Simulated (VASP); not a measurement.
**Sr: single point with PBE**

The system is Sr.

```xyz
1
Lattice="-2.3897 2.3897 2.3897 2.3897 -2.3897 2.3897 2.3897 2.3897 -2.3897" Properties=species:S:1:pos:R:3 pbc="T T T"
Sr    0.0000    0.0000    0.0000
```

```
Program             : VASP 6.6.1
Task                : single point
Functional          : PBE
Potentials or basis : VASP PAW PBE potentials, release 64 (Sr_sv)
Cutoff              : 520 eV
k mesh              : 10 × 10 × 10
Occupations         : fermi-dirac, width 0.136057 eV
Spin                : no spin polarisation
```

```yaml
Pressure: 0.0 GPa
Band_gap_on_the_k_mesh: zero (band 5 reaches 1.85 eV, above the bottom of band 6 at 1.47 eV)
```

Levels at points of the mesh, in eV from the Fermi level:
```
           k point  band 3  band 4  band 5  band 6  band 7  band 8
(0.00, 0.00, 0.00)  -18.45  -18.45   -3.61    2.42    2.42    2.42
(0.50, 0.00, 0.00)  -18.51  -18.45   -0.97    0.27    1.26    3.57
(0.50, 0.50, 0.50)  -18.59  -18.59   -0.11   -0.11    3.69    3.69
```

Wall time 11 s on 1 thread of Intel(R) Xeon(R) Platinum 8488C (Sapphire Rapids) (shared host), peak memory 0.18 GiB.
